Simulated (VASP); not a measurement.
Crystal: BP.

```
B P
1.0
     3.20394    0.00000    0.00000
    -1.60197    2.77469    0.00000
     0.00000    0.00000    8.46663
B P
2 2
Direct
  0.33333 0.66667 0.25000
  0.66667 0.33333 0.75000
  0.66667 0.33333 0.25000
  0.33333 0.66667 0.75000
```

Base run:

| Quantity | Value |
| --- | --- |
| Program | VASP 6.6.1 |
| Functional | r2SCAN |
| Potentials or basis | VASP PAW PBE potentials, release 64 (B, P) |
| Cutoff | 520 eV |
| k mesh | 6 × 6 × 2 |
| Occupations | gaussian, width 0.01 eV |
| Spin | no spin polarisation |

Its results: band gap on the k mesh 1.07 eV, direct; pressure -0.3 GPa.

**Question.** The run is repeated on the same cell with these changes: functional from r2SCAN to PBE; further incar settings from ALGO = Normal; EDIFF = 1e-06; NBANDS = 16 to ALGO = Normal; EDIFF = 1e-07; NBANDS = 16. What comes out?

**Answer.** Band gap on the k mesh 0.87 eV, direct; pressure 1.0 GPa.

Caveats: the PAW data sets were made with another functional, which shifts forces and pressure a little (some runs); this functional lacks dispersion, which binds the layers, so the pressure and a relaxed spacing across them are unreliable (some runs).

A k mesh can miss the band edges.
